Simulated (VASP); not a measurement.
# CdTe (F-43m) in VASP: notebook, part 2 of 2

VASP 6.6.1. Earlier steps stand in the parts before.

**3. Single point, PBE-based global hybrid with 25 % exact exchange**

POSCAR

```
CdTe
1.0
    0.0000000000      3.2050000000      3.2050000000
    3.2050000000      0.0000000000      3.2050000000
    3.2050000000      3.2050000000      0.0000000000
Cd Te
1 1
Direct
    0.0000000000      0.0000000000      0.0000000000
    0.7500000000      0.7500000000      0.7500000000
```

INCAR.step1

```
SYSTEM = CdTe
PREC = Accurate
ENCUT = 400
EDIFF = 1E-5
ISMEAR = 0
SIGMA = 0.01
LREAL = .False.
LASPH = .True.
NELM = 120
ALGO = Normal
ISIF = 2
LWAVE = .True.
GGA = PE
NBANDS = 16
GGA_COMPAT = .False.
```

INCAR.step2

```
SYSTEM = CdTe
PREC = Accurate
ENCUT = 400
EDIFF = 1E-6
ISMEAR = 0
SIGMA = 0.01
LREAL = .False.
LASPH = .True.
NELM = 120
ALGO = Normal
ISIF = 2
LWAVE = .False.
LCHARG = .True.
GGA = PE
LHFCALC = .True.
AEXX = 0.25
PRECFOCK = Normal
LELF = .True.
LVHAR = .True.
ISTART = 1
NBANDS = 16
GGA_COMPAT = .False.
```

KPOINTS

```
regular mesh
0
Gamma
  2 2 2
  0 0 0
```

Potentials or basis: VASP PAW PBE potentials, release 64 (Cd, Te).

Launch:

```bash
> cat potpaw_PBE.64/Cd/POTCAR potpaw_PBE.64/Te/POTCAR > POTCAR
> cp INCAR.step1 INCAR
> mpirun -np 1 vasp_std > vasp.out
> cp INCAR.step2 INCAR
> mpirun -np 1 vasp_std > vasp.out
```

OUTCAR:

```text
SYSTEM = CdTe
   PREC = Accurate
   ENCUT = 400
   EDIFF = 1E-6
   ISMEAR = 0
   LREAL = .False.
   LASPH = .True.
   NELM = 120
   ISIF = 2
   GGA = PE
   LHFCALC = .True.
   AEXX = 0.25
   PRECFOCK = Normal
   ISTART = 1

 ion  position               nearest neighbor table
   1  0.000  0.000  0.000-   2 2.78   2 2.78   2 2.78   2 2.78
   2  0.750  0.750  0.750-   1 2.78   1 2.78   1 2.78   1 2.78

  LATTYP: Found a face centered cubic cell.
 ALAT       =     6.4100000000

[... 230 lines left out ...]

------------------------ aborting loop because EDIFF is reached ----------------------------------------

  FORCE on cell =-STRESS in cart. coord.  units (eV):
  Direction    XX          YY          ZZ          XY          YZ          ZX
  --------------------------------------------------------------------------------------
  -------------------------------------------------------------------------------------
  Total        2.6492595      2.6492595      2.6492595     -0.0000000      0.0000000      0.0000000
  in kB       64.4645541     64.4645541     64.4645541     -0.0000000      0.0000000      0.0000000
  external PRESSURE =      64.4645541 kB  Pullay stress =       0.0000000 kB

 VOLUME and BASIS-vectors are now :
 -----------------------------------------------------------------------------
  energy-cutoff  :      400.00
  volume of cell :       65.84
      direct lattice vectors                 reciprocal lattice vectors
     0.000000000  3.205000000  3.205000000    -0.156006240  0.156006240  0.156006240
     3.205000000  0.000000000  3.205000000     0.156006240 -0.156006240  0.156006240
     3.205000000  3.205000000  0.000000000     0.156006240  0.156006240 -0.156006240

 POSITION                                       TOTAL-FORCE (eV/Angst)
 -----------------------------------------------------------------------------------
      0.00000      0.00000      0.00000        -0.000000      0.000000      0.000000
      4.80750      4.80750      4.80750         0.000000     -0.000000     -0.000000
 -----------------------------------------------------------------------------------
    total drift:                               -0.000127     -0.000126     -0.000127

  FREE ENERGIE OF THE ION-ELECTRON SYSTEM (eV)
  ---------------------------------------------------
  free  energy   TOTEN  =        -5.5541130508 eV

  energy  without entropy=       -5.5541130508  energy(sigma->0) =       -5.55411305
```

OUTCAR.step1:

```text
SYSTEM = CdTe
   PREC = Accurate
   ENCUT = 400
   EDIFF = 1E-5
   ISMEAR = 0
   LREAL = .False.
   LASPH = .True.
[... 255 lines left out ...]
      0.00000      0.00000      0.00000         0.000000      0.000000      0.000000
      4.80750      4.80750      4.80750        -0.000000     -0.000000     -0.000000
 -----------------------------------------------------------------------------------
    total drift:                               -0.000000     -0.000000     -0.000000

  FREE ENERGIE OF THE ION-ELECTRON SYSTEM (eV)
  ---------------------------------------------------
  free  energy   TOTEN  =        -3.3973776954 eV

  energy  without entropy=       -3.3973776954  energy(sigma->0) =       -3.39737770
```

OSZICAR.step1:

```text
N       E                     dE             d eps       ncg     rms          rms(c)
DAV:   1     0.828785063793E+02    0.82879E+02   -0.75166E+03   104   0.804E+02
DAV:   2    -0.107649126115E+01   -0.83955E+02   -0.80570E+02   120   0.212E+02
DAV:   3    -0.378913733350E+01   -0.27126E+01   -0.27101E+01   120   0.398E+01
DAV:   4    -0.381635877761E+01   -0.27221E-01   -0.27221E-01   144   0.331E+00
DAV:   5    -0.381641497345E+01   -0.56196E-04   -0.56196E-04   128   0.134E-01    0.635E+00
DAV:   6    -0.342727137326E+01    0.38914E+00   -0.59820E-01   112   0.863E+00    0.524E+00
DAV:   7    -0.338976153989E+01    0.37510E-01   -0.23396E-01   104   0.293E+00    0.215E+00
DAV:   8    -0.339535539988E+01   -0.55939E-02   -0.22661E-02    96   0.154E+00    0.629E-01
DAV:   9    -0.339694587127E+01   -0.15905E-02   -0.19387E-03    96   0.448E-01    0.145E-01
DAV:  10    -0.339726216000E+01   -0.31629E-03   -0.24691E-04   112   0.140E-01    0.592E-02
DAV:  11    -0.339737763445E+01   -0.11547E-03   -0.13545E-04    96   0.721E-02    0.261E-02
DAV:  12    -0.339737769543E+01   -0.60976E-07   -0.43219E-06   120   0.169E-02
   1 F= -.33973777E+01 E0= -.33973777E+01  d E =-.163384E-33
```

Run time: 21 s. Hardware: 1 thread of Intel Xeon Platinum 8488C (Sapphire Rapids), shared host; peak memory 0.16 GiB.

Results:

| Quantity | Value |
| --- | --- |
| Free energy | -5.5541 eV |
| Pressure | 6.4 GPa |
| Band gap on the k mesh | 2.66 eV |

Levels at points of the mesh, in eV from the valence-band top:
| k point | band 7 | band 8 | band 9 | band 10 | band 11 | band 12 |
| --- | --- | --- | --- | --- | --- | --- |
| (0.00, 0.00, 0.00) | 0.00 | 0.00 | 0.00 | 2.66 | 6.28 | 6.28 |
| (0.50, 0.00, 0.00) | -4.88 | -0.88 | -0.88 | 3.59 | 6.87 | 6.87 |
| (0.50, 0.50, 0.00) | -4.74 | -2.10 | -2.10 | 4.07 | 4.37 | 11.15 |

Caveat: the k points lie up to 0.85 Å⁻¹ apart; the PAW data sets were made with another functional, which shifts forces and pressure a little; spin-orbit coupling is left out, which moves the levels of the heavy elements.

**4. Single point, PBE-based global hybrid with 40 % exact exchange**

POSCAR is that of step 3.

INCAR.step1

```
PREC = Accurate
ENCUT = 400
EDIFF = 1E-5
ISMEAR = 0
SIGMA = 0.01
LREAL = F
LASPH = T
NELM = 120
ALGO = Normal
ISIF = 2
LWAVE = T
LCHARG = F
NBANDS = 16
GGA = PE
GGA_COMPAT = F
```

INCAR.step2

```
PREC = Accurate
ENCUT = 400
EDIFF = 1E-6
ISMEAR = 0
SIGMA = 0.01
LREAL = F
LASPH = T
NELM = 120
ALGO = Normal
ISIF = 2
LWAVE = F
LCHARG = F
GGA = PE
LHFCALC = T
AEXX = 0.4
PRECFOCK = Normal
NBANDS = 16
ISTART = 1
GGA_COMPAT = F
```

KPOINTS

```
regular mesh
0
Gamma
  2 2 2
```

Launch:

```bash
> cat potpaw_PBE.64/Cd/POTCAR potpaw_PBE.64/Te/POTCAR > POTCAR
> cp INCAR.step1 INCAR
> mpirun -np 1 vasp_std > vasp.out
> cp INCAR.step2 INCAR
> mpirun -np 1 vasp_std > vasp.out
```

Run time: 22 s. Hardware: 1 thread of Intel Xeon Platinum 8488C (Sapphire Rapids), shared host; peak memory 0.16 GiB.

It converged, with:

```
Free energy            : -7.0070 eV
Pressure               : 5.5 GPa
Band gap on the k mesh : 3.81 eV
```

Levels at points of the mesh, in eV from the valence-band top:
```tsv
k point	band 6	band 7	band 8	band 9	band 10	band 11	band 12	band 13
(0.00, 0.00, 0.00)	-10.25	0.00	0.00	0.00	3.81	7.44	7.44	7.44
(0.50, 0.00, 0.00)	-9.63	-4.96	-0.89	-0.89	4.73	8.01	8.01	9.97
(0.50, 0.50, 0.00)	-9.36	-4.81	-2.14	-2.14	5.10	5.50	12.43	12.74
```

Caveat: the k points lie up to 0.85 Å⁻¹ apart; the PAW data sets were made with another functional, which shifts forces and pressure a little; spin-orbit coupling is left out, which moves the levels of the heavy elements.

**5. Overview**

| level | share of exact exchange | gap on the mesh (eV) | pressure (GPa) |
| --- | --- | --- | --- |
| PBE-based global hybrid with 10 % exact exchange | 0.1 | 1.52 | 7.4 |
| PBE-based global hybrid with 25 % exact exchange | 0.25 | 2.66 | 6.4 |
| PBE-based global hybrid with 40 % exact exchange | 0.4 | 3.81 | 5.5 |

Alike in all rows: task single point; potentials or basis VASP PAW PBE potentials, release 64 (Cd, Te); no spin polarisation; cell as given; k mesh 2 × 2 × 2; cutoff (eV) 400; smearing gaussian 0.01 eV.

Caveats: all runs use coarse meshes; the PAW data sets were made with another functional, which shifts forces and pressure a little; spin-orbit coupling is left out, which moves the levels of the heavy elements.

Absolute energies hang on the potentials; compare differences alone.
